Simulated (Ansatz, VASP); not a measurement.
# LiH in VASP and in Ansatz

```
Li H
1.0
     2.75604    0.00000    0.00000
    -1.37802    2.38680    0.00000
     0.00000    0.00000    2.53447
Li H
1 1
Direct
  0.66667 0.33333 0.00000
  0.00000 0.00000 0.50000
```

Change from the starting cell: species swapped into the CrC type (P-6m2, No. 187).

Alike in both runs: functional PBE; k mesh 12 × 12 × 10; occupations gaussian, width 0.02 eV; no spin polarisation.

Ansatz relaxed the structure, and its values are those at the end. VASP's run is a single point on that final structure, the one shown.

|  | VASP | Ansatz |
| --- | --- | --- |
| version | VASP 6.6.1 | Ansatz 0.2.0 |
| potentials or method | VASP PAW PBE potentials, release 64 (Li_sv, H), cutoff 520 eV | scalar-relativistic, plane waves, PAW |
| valence electrons in the cell | 4 | 4 |

|  | VASP | Ansatz | Ansatz less VASP |
| --- | --- | --- | --- |
| gap on the k mesh at the Fermi level (eV) | 1.87 | 1.87 | +0.005 |
| least direct gap on the mesh (eV) | 4.85 | 4.85 | +0.003 |

Noted on VASP's run: the cutoff is short for stress, so the pressure is rough.
